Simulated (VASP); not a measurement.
Wanted: the native input for a VASP 6.6.1 run.

```
Task                   : single point
Functional             : PBE
Potentials or basis    : VASP PAW PBE potentials, release 64 (Zr_sv, Si, O)
Cutoff                 : 520 eV
k mesh                 : 12 × 12 × 12
Occupations            : gaussian, width 0.1 eV
Spin                   : no spin polarisation
Dipole correction      : no
Further INCAR settings : ALGO = Normal; EDIFF = 1e-06; NBANDS = 31
```

The structure of Zr3SiO lies in POSCAR:

```
Zr3SiO
1.0
    3.1046801754      1.7924879350      2.5428309713
   -3.1046801754      1.7924879350      2.5428309713
    0.0000000000     -3.5849758700      2.5428309713
Zr Si O
3 1 1
Direct
    0.0000000000      0.0000000000      0.5000000000
    0.5000000000      0.0000000000      0.0000000000
    0.0000000000      0.5000000000      0.0000000000
    0.5000000000      0.5000000000      0.5000000000
    0.0000000000      0.0000000000      0.0000000000
```

One way to write it, as run:

INCAR

```
  PREC = Accurate
  ENCUT = 520
  EDIFF = 1E-6
  ISMEAR = 0
  SIGMA = 0.1
  LREAL = False
  LASPH = True
  NELM = 80
  ALGO = Normal
  ISIF = 2
  LWAVE = False
  LCHARG = False
  GGA = PE
  NBANDS = 31
```

KPOINTS

```
Automatic mesh
0
Gamma
  12 12 12
```

Potentials or basis: VASP PAW PBE potentials, release 64 (Zr_sv, Si, O).

Run with:

```console
$ cat potpaw_PBE.64/Zr_sv/POTCAR potpaw_PBE.64/Si/POTCAR potpaw_PBE.64/O/POTCAR > POTCAR
$ mpirun -np 1 vasp_std > vasp.out
```

It gave:

| Item | Value |
| --- | --- |
| Pressure | 0.1 GPa |
| Band gap on the k mesh | zero (band 23 reaches 10.58 eV, above the bottom of band 24 at 9.50 eV) |

Wall time 7.5 min on 1 thread of Intel Xeon 6975P-C, with other jobs on the host, peak memory 0.52 GiB.
